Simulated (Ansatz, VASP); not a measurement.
**KI: VASP beside Ansatz**

INCAR

```
PREC = Accurate
ENCUT = 520
EDIFF = 1E-6
ISMEAR = 0
SIGMA = 0.05
LREAL = F
LASPH = T
NELM = 60
ALGO = Normal
ISIF = 2
LWAVE = F
LCHARG = F
GGA = PS
NBANDS = 15
```

File KPOINTS:

```
Automatic mesh
0
Gamma
  6 6 6
```

The input POSCAR:

```
KI
1.0
    0.0000000000      3.5245500000      3.5245500000
    3.5245500000      0.0000000000      3.5245500000
    3.5245500000      3.5245500000      0.0000000000
K I
1 1
Direct
    0.0300934920     -0.0300934920      0.0000000000
    0.5000000000      0.5000000000      0.5000000000
```

Input for Ansatz:

```yaml
crystal:
  lattice:
    - [0.0, 3.52455, 3.52455]
    - [3.52455, 0.0, 3.52455]
    - [3.52455, 3.52455, 0.0]
  atoms:
    - { symbol: K, position: [0.030093492, -0.030093492, 0.0] }
    - { symbol: I, position: [0.5, 0.5, 0.5] }
basis:
  ecutwfc: 420
kpoints:
  mp_grid: { grid: [6, 6, 6] }
hamiltonian:
  xc: pbesol
scf:
  occupations: { method: gaussian, width: 0.05 }
output:
  forces: true
  stress: true
  eigenvalues: true
```

Change from the starting cell: all K atoms moved -0.150 Å, as atom 1 along Cartesian [1 -1 0].

Alike in both runs: task single point; functional PBEsol; k mesh 6 × 6 × 6; occupations gaussian, width 0.05 eV; no spin polarisation.

|  | VASP | Ansatz |
| --- | --- | --- |
| version | VASP 6.6.1 | Ansatz 0.2.0 |
| potentials or method | VASP PAW PBE potentials, release 64 (K_sv, I), cutoff 520 eV | scalar-relativistic, plane waves, PAW |
| valence electrons in the cell | 16 | 26 |

VASP gave:

- gap on the k mesh at the Fermi level (eV): 3.83
- least direct gap on the mesh (eV): 3.83
- pressure (GPa): -0.1
- traceless stress, the component that is largest in VASP (GPa): -0.11
- rms of the force components (eV/Å): 0.088

Problem. Which values does Ansatz return?

Solution. gap on the k mesh at the Fermi level (eV): 3.84; least direct gap on the mesh (eV): 3.84; pressure (GPa): -0.1; traceless stress, the component that is largest in VASP (GPa): -0.11; rms of the force components (eV/Å): 0.087.

VASP's potentials were made for PBE, not for PBEsol. Atom by atom the forces differ by 0.001 eV/Å (rms over components). VASP's potentials hold 16 valence electrons a cell and Ansatz's 26, so a difference there can come from the potentials and not from the codes.

Spin-orbit coupling is off throughout.
